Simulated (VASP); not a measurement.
Set up this calculation in VASP 6.6.1, as the native input.

```yaml
Task: G0W0 quasiparticle levels
Functional: PBE
Potentials_or_basis: VASP PAW PBE potentials, release 64 (Li_GW, H_GW)
Cutoff: 500 eV
k_mesh: 10 × 10 × 10
Occupations: gaussian, width 0.01 eV
Spin: no spin polarisation
Dipole_correction: no
GW_scheme: G0W0
GW_iterations: 1
Cutoff_of_the_response_function: 80
Frequency_points: 96
Empty_bands: 30
Further_INCAR_settings: ALGO = EVGW0; EDIFF = 1e-08; NBANDS = 31
```

The system is LiH.

```
Li H
1.0
     0.00000    2.00299    2.00299
     2.00299    0.00000    2.00299
     2.00299    2.00299    0.00000
Li H
1 1
Direct
  0.00000 0.00000 0.00000
  0.50000 0.50000 0.50000
```

One way to write it, as run:

POSCAR

```
LiH
1.0
    0.0000000000      2.0029948777      2.0029948777
    2.0029948777      0.0000000000      2.0029948777
    2.0029948777      2.0029948777      0.0000000000
Li H
1 1
Direct
    0.0000000000      0.0000000000      0.0000000000
    0.5000000000      0.5000000000      0.5000000000
```

INCAR.step1

```
SYSTEM = LiH
ALGO     = Normal         ! electronic algorithm
EDIFF    = 1E-8           ! SCF threshold, eV
ENCUT    = 500            ! plane-wave cutoff, eV
GGA      = PE             ! functional
ISMEAR   = 0              ! smearing method
LASPH    = .TRUE.         ! aspherical terms in the spheres
LCHARG   = .FALSE.        ! write CHGCAR
LREAL    = .FALSE.        ! projectors in reciprocal space
LWAVE    = .TRUE.         ! write WAVECAR
NELM     = 100            ! most SCF steps
PREC     = Accurate       ! precision mode
SIGMA    = 0.01           ! smearing width, eV
```

INCAR.step2

```
SYSTEM = LiH
ALGO     = Exact          ! electronic algorithm
EDIFF    = 1E-8           ! SCF threshold, eV
ENCUT    = 500            ! plane-wave cutoff, eV
GGA      = PE             ! functional
ISMEAR   = 0              ! smearing method
ISTART   = 1            
LASPH    = .TRUE.         ! aspherical terms in the spheres
LCHARG   = .FALSE.        ! write CHGCAR
LOPTICS  = .TRUE.         ! frequency-dependent dielectric function
LREAL    = .FALSE.        ! projectors in reciprocal space
LWAVE    = .TRUE.         ! write WAVECAR
NBANDS   = 31             ! bands
NELM     = 1              ! most SCF steps
PREC     = Accurate       ! precision mode
SIGMA    = 0.01           ! smearing width, eV
```

INCAR.step3

```
SYSTEM = LiH
ALGO     = EVGW0          ! electronic algorithm
EDIFF    = 1E-8           ! SCF threshold, eV
ENCUT    = 500            ! plane-wave cutoff, eV
ENCUTGW  = 80.0           ! cutoff of the response function
GGA      = PE             ! functional
ISMEAR   = 0              ! smearing method
ISTART   = 1            
LASPH    = .TRUE.         ! aspherical terms in the spheres
LCHARG   = .FALSE.        ! write CHGCAR
LREAL    = .FALSE.        ! projectors in reciprocal space
LWAVE    = .FALSE.        ! write WAVECAR
NBANDS   = 31             ! bands
NBANDSGW = 9            
NELMGW   = 1            
NOMEGA   = 96             ! frequency points
OMEGAMAX = 20           
PREC     = Accurate       ! precision mode
PRECFOCK = Fast         
SIGMA    = 0.01           ! smearing width, eV
```

KPOINTS

```
k-points
0
G
  10 10 10
  0 0 0
```

Potentials or basis: VASP PAW PBE potentials, release 64 (Li_GW, H_GW).

Command:

```console
$ cat potpaw_PBE.64/Li_GW/POTCAR potpaw_PBE.64/H_GW/POTCAR > POTCAR
$ cp INCAR.step1 INCAR
$ mpirun -np 1 vasp_std > vasp.out
$ cp INCAR.step2 INCAR
$ mpirun -np 1 vasp_std > vasp.out
$ cp INCAR.step3 INCAR
$ mpirun -np 1 vasp_std > vasp.out
```

Results of the run:

| Item | Value |
| --- | --- |
| Quasiparticle gap | 4.77 eV |
| Least direct quasiparticle gap | 4.77 eV |
| Band gap of the starting levels on the mesh | 2.98 eV |
| Least direct gap of the starting levels on the mesh | 2.98 eV |

Caveat: bands, screening cutoff and mesh are small and nothing is extrapolated, so the quasiparticle values aren't converged.

Wall time 9.6 min on 1 thread of Intel(R) Xeon(R) 6975P-C (Granite Rapids), with other jobs on the host, peak memory 0.64 GiB.
